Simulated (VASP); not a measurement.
## Rh: single point with PBE

Rh:

```
CELL_PARAMETERS angstrom
0.00000 1.90237 1.63014
1.90237 0.00000 1.63014
1.90237 1.90237 0.00000
ATOMIC_POSITIONS crystal
Rh 0.00000 0.00000 0.00000
```

This cell differs from its parent crystal: volume 11.799 Å^3 an atom, c/a of the conventional cell 0.8569.

* Program: VASP 6.6.1
* Task: single point
* Functional: PBE
* Potentials or basis: VASP PAW PBE potentials, release 64 (Rh_pv)
* Cutoff: 520 eV
* k mesh: 22 × 22 × 22
* Occupations: gaussian, width 0.15 eV
* Spin: no spin polarisation
* Dipole correction: no
* Further INCAR settings: ALGO = Fast; EDIFF = 1e-06; NBANDS = 14

```json
{
  "Pressure": "74.0 GPa"
}
```

Stress tensor (GPa, compression positive):
```
 60.22   0.00   0.00
  0.00  60.22   0.00
  0.00   0.00 101.44
```

Levels at points of the mesh, in eV from the Fermi level:
```tsv
k point	band 4	band 5	band 6	band 7	band 8	band 9	band 10	band 11
(0.00, 0.00, 0.00)	-9.05	-4.22	-4.22	-2.47	-2.46	-0.32	16.31	20.26
(0.50, 0.00, 0.00)	-7.47	-4.95	-2.66	0.23	0.77	1.42	10.64	15.16
(0.50, 0.50, 0.00)	-7.88	-7.60	0.83	1.42	1.42	6.32	12.44	12.44
(0.50, 0.00, 0.50)	-7.76	-7.07	0.49	0.51	1.96	2.43	12.96	14.16
```

It took 50 s on 1 thread of Intel(R) Xeon(R) 6975P-C (Granite Rapids), on a shared host, peak memory 0.23 GiB.
